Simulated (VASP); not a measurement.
Runs of VASP 6.6.1 on Be. The structure is that of space group P6_3/mmc (No. 194), or close to it. The cells are those of the table. 

```tsv
task	cell	k mesh	cutoff (eV)	smearing	gap on the mesh (eV)	pressure (GPa)	relaxed volume (Å³/atom)
single point	a = 2.226, b = 2.226, c = 3.517 Å, angles 90.0, 90.0, 120.0°, 2 atoms	33 × 33 × 20	520	gaussian 0.15 eV	none	0.5	-
relaxation of cell and atoms	relaxed from a = 2.236, b = 2.236, c = 3.490 Å, angles 90.0, 90.0, 120.0°, 2 atoms	21 × 21 × 12	600	gaussian 0.1 eV	none	0.0	7.57
single point	a = 2.236, b = 2.236, c = 3.490 Å, angles 90.0, 90.0, 120.0°, 2 atoms	9 × 9 × 6	600	gaussian 0.1 eV	none	(a)	-
single point	a = 2.226, b = 2.226, c = 3.517 Å, angles 90.0, 90.0, 120.0°, 2 atoms	30 × 30 × 18	520	gaussian 0.15 eV	none	0.5	-
relaxation of cell and atoms	relaxed from a = 2.300, b = 2.300, c = 3.601 Å, angles 90.0, 90.0, 120.0°, 2 atoms	9 × 9 × 6	600	gaussian 0.1 eV	none	-0.1	7.59
```

Alike in all rows: level LDA; potentials or basis VASP PAW LDA potentials, release 64 (Be); no spin polarisation.

Task: Estimate the missing entries.

Result: (a) 0.4.

Caveats: some runs use coarse meshes.

A gap of «none» marks levels without a gap at the run's occupations.
